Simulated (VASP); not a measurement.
The system is LiSnF3.

```
CELL_PARAMETERS angstrom
3.94641 0.00000 0.00000
0.00000 3.94641 0.00000
0.00000 0.00000 4.43520
ATOMIC_POSITIONS crystal
Li 0.50000 0.50000 0.50000
Sn 0.00000 0.00000 0.00000
F 0.00000 0.00000 0.50000
F 0.00000 0.50000 0.00000
F 0.50000 0.00000 0.00000
```

- Program: VASP 6.6.1
- Task: relaxation of cell and atoms
- Functional: PBE
- Potentials or basis: VASP PAW PBE potentials, release 64 (Li_sv, Sn_d, F)
- Cutoff: 600 eV
- k mesh: 4 × 4 × 4
- Occupations: gaussian, width 0.1 eV
- Spin: no spin polarisation

At the start: pressure 35.6 GPa; volume 13.81 Å³/atom.

Q: Where does the relaxation end?

A: Over 6 steps the energy falls by 597.5 meV/atom and the volume is 19.95 Å³/atom (+44.4 %); space group P4/mmm (No. 123, to 0.05 Å).

The path:
```tsv
step	energy change (eV)	largest force (eV/Å)	pressure (GPa)	volume (Å³)
1	0.0000	0.0000	35.64	69.07
2	-2.9561	0.0000	-2.16	104.29
3	-2.9802	0.0000	0.22	99.81
4	-2.9813	0.0000	-0.22	100.59
5	-2.9854	0.0000	-0.10	100.23
6	-2.9873	0.0000	0.07	99.76
```

Final structure:
```
Li Sn F
1.0
     4.61790    0.00000    0.00000
     0.00000    4.61790    0.00000
     0.00000    0.00000    4.67795
Li Sn F
1 1 3
Cartesian
  2.3090 2.3090 2.3390
  0.0000 0.0000 0.0000
  0.0000 0.0000 2.3390
  0.0000 2.3090 0.0000
  2.3090 0.0000 0.0000
```

Caveat: the cutoff is under 1.25 times the usual one of these potentials, so pressure, stress and relaxed cells hold a basis-set (Pulay) error; the volume moved by over 15 % at a fixed basis, so the end points are rough.
